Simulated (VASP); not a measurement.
Input of a VASP 6.6.1 run:

Contents of INCAR:

```
ALGO     = Normal         # electronic algorithm
EDIFF    = 1E-7           # SCF threshold, eV
ENCUT    = 520            # plane-wave cutoff, eV
GGA      = CA             # functional
ISIF     = 2              # what is computed and relaxed
ISMEAR   = -1             # smearing method
LASPH    = True           # aspherical terms in the spheres
LCHARG   = False          # write CHGCAR
LREAL    = False          # projectors in reciprocal space
LWAVE    = False          # write WAVECAR
NBANDS   = 16             # bands
NELM     = 100            # most SCF steps
PREC     = Accurate       # precision mode
SIGMA    = 0.1            # smearing width, eV
```

File KPOINTS:

```
k-points
0
Gamma
  11 11 11
```

File POSCAR:

```
WC
1.0
    0.0000000000      2.2496621392      2.2496621392
    2.2496621392      0.0000000000      2.2496621392
    2.2496621392      2.2496621392      0.0000000000
W C
1 1
Direct
    0.0000000000      0.0000000000      0.0000000000
    0.5000000000      0.5000000000      0.5000000000
```

Potentials or basis: VASP PAW LDA potentials, release 64 (W_sv, C).

The run is started by

```bash
$ cat potpaw_LDA.64/W_sv/POTCAR potpaw_LDA.64/C/POTCAR > POTCAR
$ mpirun -np 1 vasp_std > vasp.out
```

(1) Predict the band gap on the k mesh.

(2) Predict the pressure.

Results:

(1) zero (band 9 reaches 11.89 eV, above the bottom of band 10 at 9.19 eV).

(2) -35.7 GPa.

Caveat: spin-orbit coupling is left out, which moves the levels of the heavy elements.
